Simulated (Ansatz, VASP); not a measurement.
# Two plane-wave programs on Ti

```xyz
2
Lattice="2.9359 0.0000 0.0000 -1.4679 2.5425 0.0000 0.0000 0.0000 4.6416" Properties=species:S:1:pos:R:3 pbc="T T T"
Ti    0.0000    1.6950    1.1604
Ti    1.4679    0.8475    3.4812
```

Alike in both runs: task single point; functional r2SCAN; k mesh 13 × 13 × 7; occupations fermi-dirac, width 0.1 eV; no spin polarisation.

|  | VASP | Ansatz |
| --- | --- | --- |
| version | VASP 6.6.1 | Ansatz 0.2.0 |
| potentials or method | VASP PAW PBE potentials, release 64 (Ti_sv), cutoff 520 eV | plane waves (500 eV) with PAW, scalar-relativistic |
| valence electrons in the cell | 24 | 24 |

Ansatz gave:

| Property | Result |
| --- | --- |
| pressure (GPa) | 0.0 |

**Question.** Which values does VASP return?

**Answer.** Pressure (GPa): 0.4.

VASP's potentials were made for PBE, not for r2SCAN. The functional is the same, so the differences come from potentials, cutoffs and numerics.
